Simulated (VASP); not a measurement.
Here is a VASP 6.6.1 calculation.

The input INCAR:

```
SYSTEM = LiCl
PREC     = Accurate       ! precision mode
ENCUT    = 750            ! plane-wave cutoff, eV
EDIFF    = 1E-6           ! SCF threshold, eV
ISMEAR   = 0              ! smearing method
SIGMA    = 0.01           ! smearing width, eV
LREAL    = .False.        ! projectors in reciprocal space
LASPH    = .True.         ! aspherical terms in the spheres
NELM     = 120            ! most SCF steps
ALGO     = Normal         ! electronic algorithm
ISIF     = 2              ! what is computed and relaxed
LWAVE    = .False.        ! write WAVECAR
LCHARG   = .False.        ! write CHGCAR
GGA      = PE             ! functional
NBANDS   = 24             ! bands
GGA_COMPAT= .False.
```

The input KPOINTS:

```
regular mesh
0
Gamma
  8 8 4
  0 0 0
```

Contents of POSCAR:

```
LiCl
1.0
    3.3921693158     -1.9586826776      0.0086366573
    3.3921693158      1.9586826776      0.0086366573
   -2.2862470164      0.0000000000      9.4711991678
Li Cl
3 3
Direct
    0.8353243511      0.8353243511      0.9563597028
    0.6136266497      0.6136266497      0.2912780697
    0.0577853914      0.0577853914      0.6237316918
    0.6976204661      0.6976204661      0.5432902613
    0.1418340042      0.1418340042      0.8758744778
    0.9196992817      0.9196992817      0.2094657966
```

Potentials or basis: VASP PAW PBE potentials, release 64 (Li_sv, Cl).

Run with:

```bash
$ cat potpaw_PBE.64/Li_sv/POTCAR potpaw_PBE.64/Cl/POTCAR > POTCAR
$ mpirun -np 1 vasp_std > vasp.out
```

Predict the pressure.

-0.1 GPa.

Predict the band gap on the k mesh.

5.94 eV.

A k mesh can miss the band edges.
